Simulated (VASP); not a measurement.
Wanted: the native input for a VASP 6.6.1 run.

| Item | Value |
| --- | --- |
| Task | single point |
| Functional | PBEsol |
| Potentials or basis | VASP PAW PBE potentials, release 64 (Pb_d) |
| Cutoff | 520 eV |
| k mesh | 12 × 12 × 8 |
| Occupations | fermi-dirac, width 0.1 eV |
| Spin | no spin polarisation |
| Dipole correction | no |
| Further INCAR settings | ALGO = Normal; EDIFF = 1e-06; NBANDS = 21 |

The structure of Pb lies in POSCAR:

```
Pb
1.0
   -3.1430763256      3.0915141391      1.6939977390
    3.0915141391     -3.1430763256      1.6939977390
    3.2178261436      3.2178261436     -1.7884339781
Pb
2
Direct
    0.9976815058      0.0023184942      0.0000000000
    0.7523184942      0.2476815058      0.5000000000
```

This cell differs from its parent crystal: volume scaled by 1.08.

The input as run:

INCAR

```
PREC = Accurate ; ENCUT = 520
EDIFF = 1E-6 ; ISMEAR = -1
SIGMA = 0.1 ; LREAL = False
LASPH = True ; NELM = 80
ALGO = Normal ; ISIF = 2
LWAVE = False ; LCHARG = False
GGA = PS ; NBANDS = 21
```

KPOINTS

```
regular mesh
0
Gamma
  12 12 8
```

Potentials or basis: VASP PAW PBE potentials, release 64 (Pb_d).

The run is started by

```sh
$ cat potpaw_PBE.64/Pb_d/POTCAR > POTCAR
$ mpirun -np 1 vasp_std > vasp.out
```

It gave:

- Pressure: -2.8 GPa
- Largest force: 0.026 eV/Å
- Band gap on the k mesh: zero (band 14 reaches 6.95 eV, above the bottom of band 15 at 3.88 eV)

Caveat: the PAW data sets were made with another functional, which shifts forces and pressure a little; spin-orbit coupling is left out, which moves the levels of the heavy elements.

Wall time 3.2 min on 1 thread of AMD EPYC 9R45 96-Core Processor (Zen 5) (shared host), peak memory 0.44 GiB.
